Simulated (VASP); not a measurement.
# MgBe2SeO2 (Cmmm) in VASP: a series of runs, part 2 of 2

VASP 6.6.1. Earlier steps stand in the parts before.

## Step 3: Single point, PBE

This run uses another cell than the first one, of 14.08 Å³/atom, 1.126 times its volume.

File INCAR:

```
SYSTEM = MgBe2SeO2
PREC     = Accurate       ! precision mode
ENCUT    = 520            ! plane-wave cutoff, eV
EDIFF    = 1E-6           ! SCF threshold, eV
ISMEAR   = 0              ! smearing method
SIGMA    = 0.1            ! smearing width, eV
LREAL    = .FALSE.        ! projectors in reciprocal space
LASPH    = .TRUE.         ! aspherical terms in the spheres
NELM     = 60             ! most SCF steps
ALGO     = Normal         ! electronic algorithm
ISIF     = 2              ! what is computed and relaxed
LWAVE    = .FALSE.        ! write WAVECAR
LCHARG   = .FALSE.        ! write CHGCAR
GGA      = PE             ! functional
NBANDS   = 21             ! bands
```

File KPOINTS:

```
Automatic mesh
0
G
  4 4 4
  0 0 0
```

File POSCAR:

```
MgBe2SeO2
1.0
    2.3400706762     -6.9615491532      0.0000000000
    2.3400706762      6.9615491532      0.0000000000
    0.0000000000      0.0000000000      2.5933545022
Mg Be Se O
1 2 1 2
Direct
    0.5000000000      0.5000000000      0.5000000000
    0.5000000000      0.0000000000      0.5000000000
    0.0000000000      0.5000000000      0.5000000000
    0.0000000000      0.0000000000      0.0000000000
    0.7338635003      0.2661364997      0.0000000000
    0.2661364997      0.7338635003      0.0000000000
```

Potentials or basis: VASP PAW PBE potentials, release 64 (Mg, Be, Se, O).

The run is started by

```sh
$ cat potpaw_PBE.64/Mg/POTCAR potpaw_PBE.64/Be/POTCAR potpaw_PBE.64/Se/POTCAR potpaw_PBE.64/O/POTCAR > POTCAR
$ mpirun -np 1 vasp_std > vasp.out
```

OUTCAR:

```text
SYSTEM = MgBe2SeO2
   PREC = Accurate
   ENCUT = 520
   EDIFF = 1E-6
   ISMEAR = 0
   LREAL = .FALSE.
   LASPH = .TRUE.
   NELM = 60
   ISIF = 2
   GGA = PE

 ion  position               nearest neighbor table
   1  0.500  0.500  0.500-   4 2.68   4 2.68   4 2.68   4 2.68
   2  0.500  0.000  0.500-   5 1.76   6 1.76   5 1.76   6 1.76   3 2.34   3 2.34
   3  0.000  0.500  0.500-   5 1.76   6 1.76   5 1.76   6 1.76   2 2.34   2 2.34
   4  0.000  0.000  0.000-   1 2.68   1 2.68   1 2.68   1 2.68
   5  0.734  0.266  0.000-   2 1.76   3 1.76   2 1.76   3 1.76
   6  0.266  0.734  0.000-   2 1.76   3 1.76   2 1.76   3 1.76

  LATTYP: Found a base centered orthorhombic cell.
 ALAT       =     4.6801413524
 B/A-ratio  =     2.9749311523
 C/A-ratio  =     0.5541188411

  Lattice vectors:

 A1 = (   2.3400706762,  -6.9615491532,   0.0000000000)
 A2 = (   2.3400706762,   6.9615491532,   0.0000000000)
 A3 = (   0.0000000000,   0.0000000000,   2.5933545022)

Analysis of symmetry for initial positions (statically):
=====================================================================
 Subroutine PRICEL returns:
 Original cell was already a primitive cell.

 Routine SETGRP: Setting up the symmetry group for a
 base centered orthorhombic supercell.

 Subroutine GETGRP returns: Found  8 space group operations
 (whereof  8 operations were pure point group operations)
 out of a pool of  8 trial point group operations.

The static configuration has the point symmetry D_2h.

Analysis of symmetry for dynamics (positions and initial velocities):
=====================================================================
 Subroutine PRICEL returns:
 Original cell was already a primitive cell.

 Routine SETGRP: Setting up the symmetry group for a
 base centered orthorhombic supercell.

 Subroutine GETGRP returns: Found  8 space group operations
 (whereof  8 operations were pure point group operations)
 out of a pool of  8 trial point group operations.

The dynamic configuration has the point symmetry D_2h.

 Subroutine INISYM returns: Found  8 space group operations
 (whereof  8 operations are pure point group operations),
 and found     1 'primitive' translations

----------------------------------------------------------------------------------------

                                     Primitive cell

  volume of cell :      84.4942

  direct lattice vectors                    reciprocal lattice vectors
     2.340070676 -6.961549153  0.000000000     0.213668760 -0.071823094  0.000000000
     2.340070676  6.961549153  0.000000000     0.213668760  0.071823094  0.000000000
     0.000000000  0.000000000  2.593354502     0.000000000  0.000000000  0.385600966

  length of vectors
     7.344324161  7.344324161  2.593354502     0.225417160  0.225417160  0.385600966

  position of ions in fractional coordinates (direct lattice)
     0.500000000  0.500000000  0.500000000
     0.500000000  0.000000000  0.500000000
     0.000000000  0.500000000  0.500000000
     0.000000000  0.000000000  0.000000000
     0.733863500  0.266136500  0.000000000
     0.266136500  0.733863500  0.000000000

  ion indices of the primitive-cell ions
   primitive index   ion index
                 1           1
                 2           2
                 3           3
                 4           4
                 5           5
[... 32 lines left out ...]
  0.500000 -0.000000  0.000000      2.000000
  0.250000  0.250000  0.000000      2.000000
  0.500000  0.250000  0.000000      4.000000
 -0.250000  0.250000  0.000000      2.000000
[... 13 lines left out ...]
 -0.250000  0.250000  0.500000      2.000000
  0.500000  0.500000  0.500000      1.000000
   k-points           NKPTS =     21   k-points in BZ     NKDIM =     21   number of bands    NBANDS=     21
   number of dos      NEDOS =    301   number of ions     NIONS =      6
   total plane-waves  NPLWV =  62720
   dimension x,y,z NGX =    56 NGY =   56 NGZ =   20
   dimension x,y,z NGXF=   112 NGYF=  112 NGZF=   40
   ions per type =               1   2   1   2
   NGX,Y,Z   is equivalent  to a cutoff of  12.68, 12.68, 12.82 a.u.
   NGXF,Y,Z  is equivalent  to a cutoff of  25.35, 25.35, 25.64 a.u.
 SYSTEM =  MgBe2SeO2
   PREC   = accura    normal or accurate (medium, high low for compatibility)
   ISTART =      0    job   : 0-new  1-cont  2-samecut
   ICHARG =      2    charge: 1-file 2-atom 10-const
   ISPIN  =      1    spin polarized calculation?
   LNONCOLLINEAR =      F non collinear calculations
   LSORBIT =      F    spin-orbit coupling
   LASPH  =      T    aspherical Exc in radial PAW
   ENCUT  =  520.0 eV  38.22 Ry    6.18 a.u.  13.66 13.66  4.82*2*pi/ulx,y,z
   NELM   =     60;   NELMIN=  2; NELMDL= -5     # of ELM steps
   EDIFF  = 0.1E-05   stopping-criterion for ELM
   LREAL  =      F    real-space projection
   EDIFFG = 0.1E-04   stopping-criterion for IOM
   NSW    =      0    number of steps for IOM
   IBRION =     -1    ionic relax: 0-MD 1-quasi-New 2-CG
   NFREE  =      0    steps in history (QN), initial steepest desc. (CG)
   ISIF   =      2    stress and relaxation
   ISYM   =      2    0-nonsym 1-usesym 2-fastsym
   POTIM  = 0.5000    time-step for ionic-motion
   TEBEG  =    0.0;   TEEND  =   0.0 temperature during run
   PSTRESS=    0.0 pullay stress
   NELECT =      24.0000    total number of electrons
   NUPDOWN=      -1.0000    fix difference up-down
   EMIN   =  10.00;   EMAX   =-10.00  energy-range for DOS
   EFERMI =   0.00;   METHOD = LEGACY
   ISMEAR =     0;   SIGMA  =   0.10  broadening in eV -4-tet -1-fermi 0-gaus
   EFERMI_NEDOS =   21; number of points for ismear=-14 and -15
   IALGO  =     38    algorithm
   IMIX   =      4    mixing-type and parameters
     AMIX     =   0.40;   BMIX     =  1.00
     AMIX_MAG =   1.60;   BMIX_MAG =  1.00
  volume/ion in A,a.u.               =      14.08        95.03
  Fermi-wavevector in a.u.,A,eV,Ry     =   1.076142  2.033614 15.756663  1.158082
  Thomas-Fermi vector in A             =   2.212018
   LORBIT       =      0    0 simple, 1 ext, 2 COOP (PROOUT), +10 PAW based schemes
   GGA     = PE    functional components
   LHFCALC =     F    Hartree Fock is set to
   AEXX    =    0.0000 exact exchange contribution
   IVDW    =     0    specifies the selected vdW correction
   LEPSILON=     F    determine dielectric tensor
   LRPA    =     F    only Hartree local field effects (RPA)
 non-spin polarized calculation
 Gauss-broadening in eV      SIGMA  =   0.10
  energy-cutoff  :      520.00
  volume of cell :       84.49
 maximum number of plane-waves:      2292
 NGX is ok and might be reduce to    56
   NGX = 27   NGY = 27   NGZ =  9

 number of electron      24.0000006 magnetization

 Free energy of the ion-electron system (eV)
  ---------------------------------------------------
  ext. energy  EPLUGINS =         0.00000000
  ---------------------------------------------------
  free energy    TOTEN  =       -30.47402494 eV

  energy without entropy =      -30.46966392  energy(sigma->0) =      -30.47184443

 E-fermi :   3.8710     XC(G=0):  -9.1461

 val. band max:        3.8016795295   @ k =   0.2500  -0.0000   0.0000
 cond. band min:       3.9403389334   @ k =   0.5000   0.2500   0.0000
 fundamental gap:      0.1386594040
 Fermi energy:         3.8710092589

 k-point     1 :       0.0000    0.0000    0.0000
  band No.  band energies     occupation
      1     -16.5651      2.00000
      2     -15.1732      2.00000
      3     -10.8910      2.00000
      4      -3.9465      2.00000
      5      -2.5040      2.00000
      6      -1.2319      2.00000
[... 493 lines left out ...]
     20      11.3267      0.00000
     21      12.7593      0.00000

------------------------ aborting loop because EDIFF is reached ----------------------------------------

  FORCE on cell =-STRESS in cart. coord.  units (eV):
  Direction    XX          YY          ZZ          XY          YZ          ZX
  --------------------------------------------------------------------------------------
  -------------------------------------------------------------------------------------
  Total        0.0574416      0.1364366      0.0703520      0.0000000      0.0000000      0.0000000
  in kB        1.0892070      2.5871085      1.3340132      0.0000000      0.0000000      0.0000000
  external PRESSURE =       1.6701096 kB  Pullay stress =       0.0000000 kB

 VOLUME and BASIS-vectors are now :
 -----------------------------------------------------------------------------
  energy-cutoff  :      520.00
  volume of cell :       84.49
      direct lattice vectors                 reciprocal lattice vectors
     2.340070676 -6.961549153  0.000000000     0.213668760 -0.071823094  0.000000000
     2.340070676  6.961549153  0.000000000     0.213668760  0.071823094  0.000000000
     0.000000000  0.000000000  2.593354502     0.000000000  0.000000000  0.385600966

 POSITION                                       TOTAL-FORCE (eV/Angst)
 -----------------------------------------------------------------------------------
      2.34007      0.00000      1.29668        -0.000000      0.000000      0.000000
      1.17004     -3.48077      1.29668         0.000000      0.000000      0.000000
      1.17004      3.48077      1.29668         0.000000      0.000000      0.000000
      0.00000      0.00000      0.00000        -0.000000      0.000000      0.000000
      2.34007     -3.25610      0.00000        -0.000000      0.012728      0.000000
      2.34007      3.25610      0.00000        -0.000000     -0.012728     -0.000000
 -----------------------------------------------------------------------------------
    total drift:                                0.000000      0.000000     -0.000000

  FREE ENERGIE OF THE ION-ELECTRON SYSTEM (eV)
  ---------------------------------------------------
  free  energy   TOTEN  =       -30.4740249375 eV

  energy  without entropy=      -30.4696639217  energy(sigma->0) =      -30.47184443
```

Wall time 30 s (1 thread of Intel Xeon Platinum 8559C (Emerald Rapids), shared host); peak memory 0.25 GiB.

What came out:

| Item | Value |
| --- | --- |
| Free energy | -30.4740 eV |
| Pressure | 0.2 GPa |
| Largest force | 0.013 eV/Å |
| Band gap on the k mesh | zero (band 12 reaches 4.79 eV, above the bottom of band 13 at 3.12 eV) |

Forces in eV/Å, atoms in the order of the input:
```
Mg   0.000  0.000  0.000
Be   0.000  0.000  0.000
Be   0.000  0.000  0.000
Se   0.000  0.000  0.000
O    0.000  0.013  0.000
O    0.000 -0.013  0.000
```

Caveat: the k points lie up to 0.61 Å⁻¹ apart.

## Step 4: Single point, PBE

This run uses another cell than the first one, of 15.75 Å³/atom, 1.259 times its volume.

File INCAR:

```
SYSTEM = MgBe2SeO2
ALGO = Normal
EDIFF = 1E-6
ENCUT = 520
GGA = PE
ISIF = 2
ISMEAR = 0
LASPH = .TRUE.
LCHARG = .TRUE.
LELF = .TRUE.
LREAL = .FALSE.
LVHAR = .TRUE.
LWAVE = .FALSE.
NBANDS = 21
NELM = 60
PREC = Accurate
SIGMA = 0.1
```

File KPOINTS:

```
k-points
0
G
  4 4 6
  0 0 0
```

File POSCAR:

```
MgBe2SeO2
1.0
    2.4320348962     -7.8095614783      0.0000000000
    2.4320348962      7.8095614783      0.0000000000
    0.0000000000      0.0000000000      2.4870172880
Mg Be Se O
1 2 1 2
Direct
    0.5000000000      0.5000000000      0.5000000000
    0.5000000000      0.0000000000      0.5000000000
    0.0000000000      0.5000000000      0.5000000000
    0.0000000000      0.0000000000      0.0000000000
    0.7465309905      0.2534690095      0.0000000000
    0.2534690095      0.7465309905      0.0000000000
```

The run is started by

```sh
$ cat potpaw_PBE.64/Mg/POTCAR potpaw_PBE.64/Be/POTCAR potpaw_PBE.64/Se/POTCAR potpaw_PBE.64/O/POTCAR > POTCAR
$ mpirun -np 1 vasp_std > vasp.out
```

Run time: 45 s. Hardware: 1 thread of Intel Xeon Platinum 8559C (Emerald Rapids), shared host; peak memory 0.29 GiB.

Results (log left out):

```yaml
Free_energy: -30.3988 eV
Pressure: 0.3 GPa
Band_gap_on_the_k_mesh: zero (band 12 reaches 3.85 eV, above the bottom of band 13 at 2.75 eV)
```

Levels at points of the mesh, in eV from the Fermi level:
```
           k point  band 9  band 10  band 11  band 12  band 13  band 14  band 15  band 16
(0.00, 0.00, 0.00)   -3.80    -3.35    -3.22    -2.40     1.52     1.82     3.35     3.76
(0.50, 0.00, 0.00)   -4.59    -3.16    -3.16    -0.23     0.81     2.71     4.03     4.12
(0.50, 0.50, 0.00)   -3.77    -3.35    -3.21    -2.40     1.20     2.54     3.35     4.27
(0.00, 0.00, 0.50)   -2.91    -2.65    -2.11    -1.40     1.10     2.20     2.81     3.89
(0.50, 0.00, 0.50)   -3.95    -3.28    -3.27    -1.28     0.80     3.77     4.06     4.71
(0.50, 0.50, 0.50)   -2.91    -2.65    -2.11    -1.48     1.11     2.57     2.80     3.48
```

Caveat: the k points lie up to 0.42 Å⁻¹ apart.

## Step 5: Relaxation of cell and atoms, PBE

File INCAR:

```
ALGO = Normal
EDIFF = 1E-7
EDIFFG = -0.04
ENCUT = 600
GGA = PE
IBRION = 2
ISIF = 3
ISMEAR = 0
LASPH = True
LCHARG = False
LREAL = False
LWAVE = False
NELM = 60
NSW = 90
PREC = Accurate
SIGMA = 0.1
```

File KPOINTS:

```
k-points
0
Gamma
  4 4 4
```

File POSCAR:

```
MgBe2SeO2
1.0
    2.4093858600     -4.0111643800      0.0000000000
    2.4093858600      4.0111643800      0.0000000000
    0.0000000000      0.0000000000      3.8813537400
Mg Be Se O
1 2 1 2
Direct
    0.5000000000      0.5000000000      0.5000000000
    0.5000000000      0.0000000000      0.5000000000
    0.0000000000      0.5000000000      0.5000000000
    0.0000000000      0.0000000000      0.0000000000
    0.6641809900      0.3358190100      0.0000000000
    0.3358190100      0.6641809900      0.0000000000
```

The run is started by

```sh
$ cat potpaw_PBE.64/Mg/POTCAR potpaw_PBE.64/Be/POTCAR potpaw_PBE.64/Se/POTCAR potpaw_PBE.64/O/POTCAR > POTCAR
$ mpirun -np 1 vasp_std > vasp.out
```

Wall time 7.4 min (1 thread of Intel Xeon Platinum 8559C (Emerald Rapids), shared host); peak memory 0.25 GiB.

Results (log left out):

```
Free energy                            : -29.9483 eV
Relaxed volume                         : 11.62 Å³/atom
Relaxed cell                           : a = 6.192 Å, b = 6.192 Å, c = 2.595 Å, α = 90.00°, β = 90.00°, γ = 135.52°
Space group after relaxing (to 0.05 Å) : Cmmm (No. 65)
Energy gained by relaxing              : 1569.6 meV/atom
Ionic steps                            : 36
Pressure after relaxing                : -0.1 GPa
Largest force after relaxing           : 0.017 eV/Å
Band gap on the k mesh                 : zero (band 12 reaches 7.76 eV, above the bottom of band 13 at 5.79 eV)
```

Forces on the atoms (eV/Å):
```
Mg   0.000  0.000  0.000
Be   0.000  0.000  0.000
Be   0.000  0.000  0.000
Se   0.000  0.000  0.000
O    0.000 -0.017  0.000
O    0.000  0.017  0.000
```

Stress tensor (GPa, compression positive):
```
 0.03  0.00  0.00
 0.00 -0.25  0.00
 0.00  0.00 -0.20
```

The path:
| step | energy change (eV) | largest force (eV/Å) | pressure (GPa) | volume (Å³) |
| --- | --- | --- | --- | --- |
| 1 | 0.0000 | 0.2148 | -5.14 | 75.02 |
| 2 | -4.3527 | 0.7060 | -6.60 | 69.68 |
| 3 | -7.5534 | 2.5909 | 17.53 | 57.87 |
| 4 | -8.2579 | 1.7981 | -3.37 | 63.46 |
| 5 | -8.5538 | 2.1334 | 1.37 | 61.60 |
| 6 | -8.5540 | 2.1893 | 2.52 | 61.24 |
| 7 | -8.9711 | 0.9418 | -0.43 | 62.24 |
| 8 | -9.0857 | 0.4231 | -0.01 | 63.02 |
| 9 | -9.1820 | 0.1604 | -0.45 | 63.30 |
| 10 | -9.2694 | 0.1085 | -0.75 | 63.24 |
| 11 | -9.3369 | 0.1418 | 2.58 | 62.74 |
| 12 | -9.3382 | 0.1363 | 3.21 | 62.65 |
| 13 | -9.3782 | 0.3312 | 0.83 | 64.97 |
| 14 | -9.3785 | 0.3195 | 1.01 | 64.78 |
| 15 | -9.3902 | 0.1986 | -1.75 | 66.50 |
| 16 | -9.3913 | 0.2222 | -1.17 | 66.11 |
| 17 | -9.3998 | 0.0476 | -0.02 | 65.88 |
| 18 | -9.4003 | 0.0015 | 0.35 | 65.82 |
| 19 | -9.4024 | 0.0290 | 0.68 | 66.05 |
| 20 | -9.4024 | 0.0335 | 0.73 | 66.08 |
| 21 | -9.4041 | 0.0539 | 0.30 | 66.52 |
| 22 | -9.4049 | 0.0715 | -0.21 | 67.01 |
| 23 | -9.4066 | 0.0485 | -0.27 | 67.20 |
| 24 | -9.4069 | 0.0332 | -0.30 | 67.32 |
| 25 | -9.4079 | 0.0258 | 0.27 | 67.29 |
| 26 | -9.4080 | 0.0237 | 0.50 | 67.28 |
| 27 | -9.4092 | 0.0449 | 0.64 | 67.47 |
| 28 | -9.4124 | 0.0773 | 0.87 | 68.05 |
| 29 | -9.4131 | 0.0748 | 0.74 | 68.20 |
| 30 | -9.4145 | 0.0772 | 0.43 | 68.64 |
| 31 | -9.4166 | 0.0840 | -0.11 | 69.53 |
| 32 | -9.4078 | 0.0372 | -1.65 | 71.32 |
| 33 | -9.4168 | 0.0768 | -0.24 | 69.69 |
| 34 | -9.4168 | 0.0762 | -0.26 | 69.72 |
| 35 | -9.4171 | 0.0615 | -0.23 | 69.72 |
| 36 | -9.4177 | 0.0174 | -0.14 | 69.71 |

Final structure:
```
Mg Be Se O
1.0
     2.34364   -5.73141    0.00000
     2.34364    5.73141    0.00000
     0.00000    0.00000    2.59484
Mg Be Se O
1 2 1 2
Direct
  0.50000 0.50000 0.50000
  0.50000 0.00000 0.50000
  0.00000 0.50000 0.50000
  0.00000 0.00000 0.00000
  0.71913 0.28087 0.00000
  0.28087 0.71913 0.00000
```

Levels at points of the mesh, in eV from the Fermi level:
```
           k point  band 8  band 9  band 10  band 11  band 12  band 13  band 14  band 15  band 16
(0.00, 0.00, 0.00)   -5.39   -4.21    -3.93    -3.00    -1.60     1.90     3.64     4.16     4.26
(0.50, 0.00, 0.00)   -5.15   -4.73    -4.72    -3.67     1.21     2.81     2.84     4.26     4.39
(0.50, 0.50, 0.00)   -5.39   -4.97    -4.57    -3.93    -1.76     2.14     3.12     3.51     4.25
(0.00, 0.00, 0.50)   -5.37   -4.53    -3.52    -2.49    -0.65    -0.15     1.93     2.35     4.24
(0.50, 0.00, 0.50)   -6.52   -4.92    -4.27    -3.08    -0.99     0.07     1.72     2.28     5.03
(0.50, 0.50, 0.50)   -4.94   -4.39    -3.33    -2.62    -1.48     1.16     1.82     2.25     3.03
```

Caveat: the k points lie up to 0.61 Å⁻¹ apart in the final cell.

## Step 6: Summary

| task | cell | k mesh | cutoff (eV) | gap on the mesh (eV) | pressure (GPa) | largest force (eV/Å) |
| --- | --- | --- | --- | --- | --- | --- |
| single point | a = 4.679, b = 4.679, c = 3.881 Å, angles 90.0, 90.0, 118.0°, 6 atoms | 4 × 4 × 4 | 520 | none | -5.1 | 0.21 |
| single point | a = 7.344, b = 7.344, c = 2.593 Å, angles 90.0, 90.0, 142.8°, 6 atoms | 4 × 4 × 4 | 520 | none | 0.2 | 0.01 |
| single point | a = 8.179, b = 8.179, c = 2.487 Å, angles 90.0, 90.0, 145.4°, 6 atoms | 4 × 4 × 6 | 520 | none | 0.3 | - |
| relaxation of cell and atoms | relaxed from a = 4.679, b = 4.679, c = 3.881 Å, angles 90.0, 90.0, 118.0°, 6 atoms | 4 × 4 × 4 | 600 | none | -0.1 | 0.02 |

Alike in all rows: level PBE; potentials or basis VASP PAW PBE potentials, release 64 (Mg, Be, Se, O); no spin polarisation; smearing gaussian 0.1 eV.

Caveats: all runs use coarse meshes.

Total energies depend on the potentials used, so only differences within one code and one set of settings carry meaning.
